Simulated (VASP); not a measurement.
# C (Fd-3m) in VASP: settings compared, part 2 of 2

VASP 6.6.1. The steps go on from the part before.

### 3 G0W0 quasiparticle levels, PBE

POSCAR

```
C
1.0
    0.0000000000      1.7801241434      1.7801241434
    1.7801241434      0.0000000000      1.7801241434
    1.7801241434      1.7801241434      0.0000000000
C
2
Direct
    0.0000000000      0.0000000000      0.0000000000
    0.2500000000      0.2500000000      0.2500000000
```

INCAR.step1

```
PREC     = Accurate       # precision mode
ENCUT    = 500            # plane-wave cutoff, eV
EDIFF    = 1E-8           # SCF threshold, eV
ISMEAR   = 0              # smearing method
SIGMA    = 0.01           # smearing width, eV
LREAL    = False          # projectors in reciprocal space
LASPH    = True           # aspherical terms in the spheres
NELM     = 60             # most SCF steps
ALGO     = Normal         # electronic algorithm
LWAVE    = True           # write WAVECAR
LCHARG   = False          # write CHGCAR
GGA      = PE             # functional
```

INCAR.step2

```
PREC     = Accurate       # precision mode
ENCUT    = 500            # plane-wave cutoff, eV
EDIFF    = 1E-8           # SCF threshold, eV
ISMEAR   = 0              # smearing method
SIGMA    = 0.01           # smearing width, eV
LREAL    = False          # projectors in reciprocal space
LASPH    = True           # aspherical terms in the spheres
NELM     = 1              # most SCF steps
ALGO     = Exact          # electronic algorithm
LWAVE    = True           # write WAVECAR
LCHARG   = False          # write CHGCAR
GGA      = PE             # functional
NBANDS   = 34             # bands
LOPTICS  = True           # frequency-dependent dielectric function
ISTART   = 1
```

INCAR.step3

```
PREC     = Accurate       # precision mode
ENCUT    = 500            # plane-wave cutoff, eV
EDIFF    = 1E-8           # SCF threshold, eV
ISMEAR   = 0              # smearing method
SIGMA    = 0.01           # smearing width, eV
LREAL    = False          # projectors in reciprocal space
LASPH    = True           # aspherical terms in the spheres
ALGO     = EVGW0          # electronic algorithm
LWAVE    = False          # write WAVECAR
LCHARG   = False          # write CHGCAR
GGA      = PE             # functional
NELMGW   = 1            
NBANDS   = 34             # bands
ENCUTGW  = 80.0           # cutoff of the response function
NOMEGA   = 48             # frequency points
PRECFOCK = Fast         
ISTART   = 1            
NBANDSGW = 12
```

KPOINTS

```
Automatic mesh
0
Gamma
  6 6 6
```

Potentials or basis: VASP PAW PBE potentials, release 64 (C_GW).

Launch:

```sh
$ cat potpaw_PBE.64/C_GW/POTCAR > POTCAR
$ cp INCAR.step1 INCAR
$ mpirun -np 1 vasp_std > vasp.out
$ cp INCAR.step2 INCAR
$ mpirun -np 1 vasp_std > vasp.out
$ cp INCAR.step3 INCAR
$ mpirun -np 1 vasp_std > vasp.out
```

OUTCAR:

```text
PREC = Accurate
   ENCUT = 500
   EDIFF = 1E-8
   ISMEAR = 0
   LREAL = False
   LASPH = True
   GGA = PE
   NELMGW = 1
   ENCUTGW = 80.0
   PRECFOCK = Fast
   ISTART = 1

 ion  position               nearest neighbor table
   1  0.000  0.000  0.000-   2 1.54   2 1.54   2 1.54   2 1.54
   2  0.250  0.250  0.250-   1 1.54   1 1.54   1 1.54   1 1.54
[... 193 lines left out ...]
      2       9.8438       9.7987     -16.8688     -16.8145     -19.2155       0.8300       2.0000       0.0827
      3       9.8438       9.7987     -16.8688     -16.8145     -19.2155       0.8300       2.0000       0.0827
      4       9.8438       9.7987     -16.8688     -16.8145     -19.2155       0.8300       2.0000       0.0827
      5      15.4505      16.9023     -13.7819     -15.5365      -9.3291       0.8274       0.0000      -0.1074
      6      15.4505      16.9023     -13.7819     -15.5365      -9.3291       0.8274       0.0000      -0.1074
      7      15.4505      16.9023     -13.7819     -15.5365      -9.3291       0.8274       0.0000      -0.1074
      8      23.2911      24.7605     -14.5064     -16.3841      -7.7685       0.7826       0.0000      -0.2494
      9      29.2089      29.7573     -11.2154     -11.8925      -4.3427       0.8100       0.0000      -0.4210
     10      36.4414      37.8057     -12.2628     -13.9081      -5.9182       0.8292       0.0000      -0.5848
     11      36.4414      37.8057     -12.2628     -13.9081      -5.9182       0.8292       0.0000      -0.5848
     12      37.4454      38.1099     -10.7258     -11.5373      -3.2737       0.8189       0.0000      -0.9924
[... 228 lines left out ...]
      1      -2.4120      -3.3505     -17.0335     -15.8009     -23.3944       0.7614       2.0000       0.4241
      2      -2.4120      -3.3505     -17.0335     -15.8009     -23.3944       0.7614       2.0000       0.4241
      3       1.9896       1.2505     -16.0568     -15.1269     -20.2840       0.7949       2.0000       0.1878
      4       1.9896       1.2505     -16.0568     -15.1269     -20.2840       0.7949       2.0000       0.1878
      5      18.0912      19.2505     -12.8481     -14.2519      -7.6327       0.8258       0.0000      -0.1382
      6      18.0912      19.2505     -12.8481     -14.2519      -7.6327       0.8258       0.0000      -0.1382
      7      24.4266      26.2863     -13.8716     -16.2511      -6.9648       0.7815       0.0000      -0.2930
      8      24.4266      26.2863     -13.8716     -16.2511      -6.9648       0.7815       0.0000      -0.2930
      9      31.6282      33.3025     -13.1589     -15.2864      -5.4953       0.7870       0.0000      -0.6152
     10      31.6282      33.3025     -13.1589     -15.2864      -5.4953       0.7870       0.0000      -0.6152
     11      40.6171      41.8942     -11.8423     -13.4156      -4.2605       0.8117       0.0000      -1.0972
     12      40.6171      41.8942     -11.8423     -13.4156      -4.2605       0.8117       0.0000      -1.0972
```

OUTCAR.step1:

```text
PREC = Accurate
   ENCUT = 500
   EDIFF = 1E-8
   ISMEAR = 0
   LREAL = False
[... 388 lines left out ...]
      0.00000      0.00000      0.00000        -0.000000      0.000000     -0.000000
      0.89006      0.89006      0.89006         0.000000     -0.000000      0.000000
 -----------------------------------------------------------------------------------
    total drift:                               -0.000000     -0.000000     -0.000000

  FREE ENERGIE OF THE ION-ELECTRON SYSTEM (eV)
  ---------------------------------------------------
  free  energy   TOTEN  =       -18.1920101469 eV

  energy  without entropy=      -18.1920101469  energy(sigma->0) =      -18.19201015
```

Run time: 78 s. Hardware: 1 thread of AMD EPYC 7R43 (Zen 3), shared host; peak memory 0.14 GiB.

What came out:

| Item | Value |
| --- | --- |
| Band gap on the k mesh, mean-field level | 4.17 eV, indirect (least direct gap 5.61 eV) |
| Quasiparticle gap | 5.17 eV |
| Least direct quasiparticle gap | 7.10 eV |

Caveat: the k points lie up to 0.51 Å⁻¹ apart; bands, screening cutoff and mesh are small and nothing is extrapolated, so the quasiparticle values aren't converged. A k mesh can miss the band edges.

### 4 G0W0 quasiparticle levels, r2SCAN

POSCAR is that of step 3.

INCAR.step1

```
PREC = Accurate
ENCUT = 500
EDIFF = 1E-8
ISMEAR = 0
SIGMA = 0.01
LREAL = False
LASPH = True
NELM = 80
ALGO = Normal
LWAVE = True
LCHARG = False
METAGGA = R2SCAN
LMIXTAU = True
```

INCAR.step2

```
PREC = Accurate
ENCUT = 500
EDIFF = 1E-8
ISMEAR = 0
SIGMA = 0.01
LREAL = False
LASPH = True
NELM = 1
ALGO = Exact
LWAVE = True
LCHARG = False
METAGGA = R2SCAN
LMIXTAU = True
NBANDS = 46
LOPTICS = True
ISTART = 1
```

INCAR.step3

```
PREC = Accurate
ENCUT = 500
EDIFF = 1E-8
ISMEAR = 0
SIGMA = 0.01
LREAL = False
LASPH = True
ALGO = EVGW0
LWAVE = False
LCHARG = False
METAGGA = R2SCAN
LMIXTAU = True
NELMGW = 1
NBANDS = 46
ENCUTGW = 140.0
NOMEGA = 48
PRECFOCK = Fast
ISTART = 1
NBANDSGW = 12
```

KPOINTS

```
regular mesh
0
Gamma
  6 6 6
```

Potentials or basis: VASP PAW PBE potentials, release 64 (C_GW).

Launch:

```sh
$ cat potpaw_PBE.64/C_GW/POTCAR > POTCAR
$ cp INCAR.step1 INCAR
$ mpirun -np 1 vasp_std > vasp.out
$ cp INCAR.step2 INCAR
$ mpirun -np 1 vasp_std > vasp.out
$ cp INCAR.step3 INCAR
$ mpirun -np 1 vasp_std > vasp.out
```

OUTCAR:

```text
PREC = Accurate
   ENCUT = 500
   EDIFF = 1E-8
   ISMEAR = 0
   LREAL = False
   LASPH = True
   METAGGA = R2SCAN
   NELMGW = 1
   ENCUTGW = 140.0
   PRECFOCK = Fast
   ISTART = 1

 ion  position               nearest neighbor table
   1  0.000  0.000  0.000-   2 1.54   2 1.54   2 1.54   2 1.54
   2  0.250  0.250  0.250-   1 1.54   1 1.54   1 1.54   1 1.54

  LATTYP: Found a face centered cubic cell.
 ALAT       =     3.5602482868

  Lattice vectors:

 A1 = (   0.0000000000,   1.7801241434,   1.7801241434)
 A2 = (   1.7801241434,   0.0000000000,   1.7801241434)
 A3 = (   1.7801241434,   1.7801241434,   0.0000000000)

Analysis of symmetry for initial positions (statically):
=====================================================================
 Subroutine PRICEL returns:
[... 158 lines left out ...]
   ENCUTLF             =  -1.0    cutoff for local field effects
   NELMGW              =     1    number of iterations in solving QP/BSE equation
   NELMHF              =     1    number of iterations in the inner HF iteration
   NKREDLFX            =     1    NKREDLFY  =   1   NKREDLFZ  =   1
 non-spin polarized calculation
 Gauss-broadening in eV      SIGMA  =   0.01
  energy-cutoff  :      500.00
  volume of cell :       11.28
 maximum number of plane-waves:       302
  NGX = 12; NGY = 12; NGZ = 12
   NGX =  9   NGY =  9   NGZ =  9
 maximum number of plane-waves:        51

 QP shifts <psi_nk| G(iteration)W_0 |psi_nk>: iteration 1
 for sc-GW calculations column KS-energies equals QP-energies in previous step
 and V_xc(KS)=  KS-energies - (<T + V_ion + V_H > + <T+V_H+V_ion>^1  + <V_x>^1)

 k-point   1 :       0.0000    0.0000    0.0000
  band No.  KS-energies  QP-energies   sigma(KS)   V_xc(KS)     V^pw_x(r,r')   Z            occupation Imag(sigma)

      1     -12.9511     -13.6720     -17.0312     -16.0899     -25.5477       0.7658       2.0000       1.4655
      2       9.8289       9.3424     -17.3730     -16.7905     -19.2223       0.8352       2.0000       0.0738
      3       9.8289       9.3424     -17.3730     -16.7905     -19.2223       0.8352       2.0000       0.0738
      4       9.8289       9.3424     -17.3730     -16.7905     -19.2223       0.8352       2.0000       0.0738
      5      15.6755      16.7513     -13.9440     -15.2388      -9.3107       0.8308       0.0000      -0.1043
      6      15.6755      16.7513     -13.9440     -15.2388      -9.3107       0.8308       0.0000      -0.1043
      7      15.6755      16.7513     -13.9440     -15.2388      -9.3107       0.8308       0.0000      -0.1043
      8      23.7437      24.6556     -14.7226     -15.8867      -7.8085       0.7833       0.0000      -0.2424
      9      30.2967      29.9211     -11.1637     -10.7035      -4.2546       0.8163       0.0000      -0.4159
     10      37.3030      37.8737     -12.3843     -13.0662      -5.9488       0.8369       0.0000      -0.5770
     11      37.3030      37.8737     -12.3843     -13.0662      -5.9488       0.8369       0.0000      -0.5770
     12      38.7539      38.3664     -10.6857     -10.2195      -3.2535       0.8311       0.0000      -0.9566
[... 228 lines left out ...]
      1      -3.2684      -3.9392     -17.5382     -16.6638     -23.4727       0.7672       2.0000       0.4208
      2      -3.2684      -3.9392     -17.5382     -16.6638     -23.4727       0.7672       2.0000       0.4208
      3       1.5752       0.8376     -16.4473     -15.5273     -20.2864       0.8017       2.0000       0.1737
      4       1.5752       0.8376     -16.4473     -15.5273     -20.2864       0.8017       2.0000       0.1737
      5      18.5070      19.1974     -12.9681     -13.8002      -7.6071       0.8297       0.0000      -0.1353
      6      18.5070      19.1974     -12.9681     -13.8002      -7.6071       0.8297       0.0000      -0.1353
      7      25.2300      26.1663     -14.1322     -15.3276      -6.9239       0.7832       0.0000      -0.2930
      8      25.2300      26.1663     -14.1322     -15.3276      -6.9239       0.7832       0.0000      -0.2930
      9      32.9052      33.3009     -13.4441     -13.9440      -5.4683       0.7915       0.0000      -0.6346
     10      32.9052      33.3009     -13.4441     -13.9440      -5.4683       0.7915       0.0000      -0.6346
     11      42.0599      42.0295     -12.0447     -12.0075      -4.2777       0.8145       0.0000      -1.0713
     12      42.0599      42.0295     -12.0447     -12.0075      -4.2777       0.8145       0.0000      -1.0713
```

OUTCAR.step2:

```text
PREC = Accurate
   ENCUT = 500
   EDIFF = 1E-8
   ISMEAR = 0
   LREAL = False
[... 850 lines left out ...]
     0.00000     6.00198     6.00198     6.00198     0.00000     0.00000     0.00000
     1.83763     6.15914     6.15914     6.15914     0.00000     0.00000     0.00000
     3.67525     6.75364     6.75364     6.75364     0.00000     0.00000     0.00000
     5.51288     9.54461     9.54461     9.54461     0.00000     0.00000     0.00000
     7.35051    10.56711    10.56711    10.56711     0.00000     0.00000     0.00000
     9.18813     7.65248     7.65248     7.65248    -0.00000     0.00000     0.00000
[... 92 lines left out ...]
   180.08744     0.96729     0.96729     0.96729    -0.00000    -0.00000    -0.00000
   181.92507     0.96799     0.96799     0.96799    -0.00000    -0.00000    -0.00000
```

It took 44 s on 1 thread of Intel Xeon 6975P-C (Granite Rapids), shared host; peak memory 0.19 GiB.

What came out:

| Property | Result |
| --- | --- |
| Band gap on the k mesh, mean-field level | 4.35 eV, indirect (least direct gap 5.85 eV) |
| Quasiparticle gap | 5.55 eV |
| Least direct quasiparticle gap | 7.41 eV |

Levels at points of the mesh, in eV from the valence-band top:
```csv
k point,band 1,band 2,band 3,band 4,band 5,band 6,band 7,band 8
"(0.00, 0.00, 0.00)",-22.78,0.00,0.00,0.00,5.85,5.85,5.85,13.91
"(0.50, 0.00, 0.00)",-16.81,-14.12,-3.00,-3.00,8.90,8.90,9.19,16.75
"(0.50, 0.50, 0.00)",-13.64,-13.64,-6.70,-6.70,5.01,5.01,17.96,17.96
```

Caveat: the k points lie up to 0.51 Å⁻¹ apart; bands, screening cutoff and mesh are small and nothing is extrapolated, so the quasiparticle values aren't converged.
